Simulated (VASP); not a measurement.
The system is SnO.

```
Sn O
1.0
     3.73584    0.00000    0.00000
     0.00000    3.73584    0.00000
     0.00000    0.00000    4.78715
Sn O
2 2
Direct
  0.50000 0.00000 0.76463
  0.00000 0.50000 0.23537
  0.00000 0.00000 0.00000
  0.50000 0.50000 0.00000
```

Base run:

| Item | Value |
| --- | --- |
| Program | VASP 6.6.1 |
| Functional | PBEsol |
| Dispersion | D4 |
| Potentials or basis | VASP PAW PBE potentials, release 64 (Sn_d, O) |
| Cutoff | 520 eV |
| k mesh | 7 × 7 × 6 |
| Occupations | fermi-dirac, width 0.05 eV |
| Spin | no spin polarisation |

Its results: band gap on the k mesh 0.15 eV, indirect (least direct gap 1.93 eV); pressure 4.8 GPa; largest force 1.109 eV/Å.

Q: The run is repeated on the same cell with these changes: dispersion from D4 to none. What comes out?

A: Band gap on the k mesh 0.15 eV, indirect (least direct gap 1.93 eV); pressure 6.3 GPa; largest force 1.107 eV/Å.

Dispersion adds attraction, which lowers the pressure at fixed volume and, as a term added to the energy, leaves the levels alone.

Caveats: the PAW data sets were made with another functional, which shifts forces and pressure a little; spin-orbit coupling is left out, which moves the levels of the heavy elements.

A k mesh can miss the band edges.
